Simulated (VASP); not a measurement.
A run of VASP 6.6.1 is set up as follows.

File INCAR:

```
ALGO = Normal
EDIFF = 1E-6
ENCUT = 520
GGA = PE
ISIF = 2
ISMEAR = 0
LASPH = True
LCHARG = False
LREAL = Auto
LWAVE = False
NBANDS = 58
NELM = 60
PREC = Accurate
SIGMA = 0.1
```

KPOINTS

```
k-points
0
Gamma
  4 4 4
```

Contents of POSCAR:

```
Sr2AlPtC6N6
1.0
    0.0000000000      5.0495000000      5.0495000000
    5.0495000000      0.0000000000      5.0495000000
    5.0495000000      5.0495000000      0.0000000000
Sr Al Pt C N
2 1 1 6 6
Direct
    0.2500000000      0.2500000000      0.2500000000
    0.7500000000      0.7500000000      0.7500000000
    0.5000000000      0.5000000000      0.5000000000
    0.0000000000      0.0000000000      0.0000000000
    0.8101792300      0.1898207700      0.1898207700
    0.1898207700      0.8101792300      0.1898207700
    0.1898207700      0.1898207700      0.8101792300
    0.1898207700      0.8101792300      0.8101792300
    0.8101792300      0.1898207700      0.8101792300
    0.8101792300      0.8101792300      0.1898207700
    0.6943261700      0.3056738300      0.3056738300
    0.3056738300      0.6943261700      0.3056738300
    0.3056738300      0.3056738300      0.6943261700
    0.3056738300      0.6943261700      0.6943261700
    0.6943261700      0.3056738300      0.6943261700
    0.6943261700      0.6943261700      0.3056738300
```

Potentials or basis: VASP PAW PBE potentials, release 64 (Sr_sv, Al, Pt, C, N).

Launch:

```console
$ cat potpaw_PBE.64/Sr_sv/POTCAR potpaw_PBE.64/Al/POTCAR potpaw_PBE.64/Pt/POTCAR potpaw_PBE.64/C/POTCAR potpaw_PBE.64/N/POTCAR > POTCAR
$ mpirun -np 1 vasp_std > vasp.out
```

(1) Predict the band gap on the k mesh.

(2) What does it give for the largest force?

Results:

(1) zero (an odd number of electrons rules out a gap without spin polarisation).

(2) 3.801 eV/Å.

Caveat: spin-orbit coupling is left out, which moves the levels of the heavy elements; forces of over 1 eV/Å act on the atoms, so gaps and moduli don't describe the material at rest.
